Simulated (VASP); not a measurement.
Set up this calculation in VASP 6.6.1, as the native input.

```yaml
Task: single point
Functional: PBE
Dispersion: D3(BJ)
Potentials_or_basis: VASP PAW PBE potentials, release 64 (C, O)
Cutoff: 520 eV
k_mesh: 2 × 2 × 1
Occupations: gaussian, width 0.02 eV
Spin: no spin polarisation
Dipole_correction: no
Further_INCAR_settings: LREAL = Auto; ALGO = Normal; EDIFF = 1e-06; NBANDS = 57
```

The structure of C19O lies in POSCAR:

```
C19O
1.0
    7.3980000000      0.0000000000      0.0000000000
   -3.6990000000      6.4068560000      0.0000000000
    0.0000000000      0.0000000000     12.0000000000
C O
19 1
Direct
   -0.0009856028     -0.0007067089      0.0738804460
    0.2187954570      0.1049920101      0.0831320999
   -0.0009747821      0.3346547043      0.0738792584
    0.2188105064      0.4487422505      0.0831353609
    0.0007085208      0.6678213448      0.0741961696
    0.2203232143      0.7776285963      0.0741744332
    0.3307049246      0.0003762111      0.0794032972
    0.5581397512      0.1140931882      0.0794046832
    0.3205066427      0.3277204477      0.1104298026
    0.5683445977      0.4516395068      0.1104063186
    0.3307094851      0.6652646413      0.0794066723
    0.5581352322      0.7789780136      0.0794080430
    0.6685234828      0.0017287864      0.0741825269
    0.8881372060      0.1115357034      0.0742065199
    0.6700481539      0.3306204984      0.0831217795
    0.8898319847      0.4447004553      0.0738741397
    0.6700331483      0.6743514830      0.0831249020
    0.8898211834      0.7800542591      0.0738728722
    0.4444374803      0.3895658618      0.2142887888
    0.4445137134      0.3890954464      0.3141379860
```

One way to write it, as run:

INCAR

```
SYSTEM = C19O
  ALGO = Normal
  EDIFF = 1E-6
  ENCUT = 520
  GGA = PE
  ISIF = 2
  ISMEAR = 0
  IVDW = 12
  LASPH = .TRUE.
  LCHARG = .FALSE.
  LREAL = Auto
  LWAVE = .FALSE.
  NBANDS = 57
  NELM = 60
  PREC = Accurate
  SIGMA = 0.02
```

KPOINTS

```
k-points
0
G
  2 2 1
  0 0 0
```

Potentials or basis: VASP PAW PBE potentials, release 64 (C, O).

Run with:

```sh
$ cat potpaw_PBE.64/C/POTCAR potpaw_PBE.64/O/POTCAR > POTCAR
$ mpirun -np 1 vasp_std > vasp.out
```

Results of the run:

- Largest force: 0.565 eV/Å
- Band gap on the k mesh: 0.23 eV, direct
- Dispersion energy per atom: -0.089 eV

Caveat: the k points lie up to 0.49 Å⁻¹ apart.

Run time: 2.2 min on 1 thread of Intel(R) Xeon(R) 6975P-C (Granite Rapids), on a shared host, peak memory 0.58 GiB.
